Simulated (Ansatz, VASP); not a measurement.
# KMgF3: VASP beside Ansatz

```
K Mg F
1.0
     4.04051    0.00000    0.00000
     0.00000    4.04051    0.00000
     0.00000    0.00000    3.87889
K Mg F
1 1 3
Direct
  0.50000 0.50000 0.50000
  0.00000 0.00000 0.00000
  0.50000 0.00000 0.00000
  0.00000 0.50000 0.00000
  0.00000 0.00000 0.50000
```

Alike in both runs: task single point; functional PBEsol; k mesh 6 × 6 × 6; occupations gaussian, width 0.05 eV; no spin polarisation.

|  | VASP | Ansatz |
| --- | --- | --- |
| version | VASP 6.6.1 | Ansatz 0.2.0 |
| potentials or method | VASP PAW PBE potentials, release 64 (K_sv, Mg, F), cutoff 520 eV | scalar-relativistic, plane waves, PAW |
| valence electrons in the cell | 32 | 40 |

```tsv
	VASP	Ansatz	Ansatz less VASP
gap on the k mesh at the Fermi level (eV)	7.11	7.13	+0.024
least direct gap on the mesh (eV)	7.44	7.46	+0.022
pressure (GPa)	0.1	0.5	+0.38
traceless stress, the component that is largest in VASP (GPa)	2.91	2.91	0.000
```

VASP's potentials were made for PBE, not for PBEsol. VASP's potentials hold 32 valence electrons a cell and Ansatz's 40, so a difference there can come from the potentials and not from the codes.
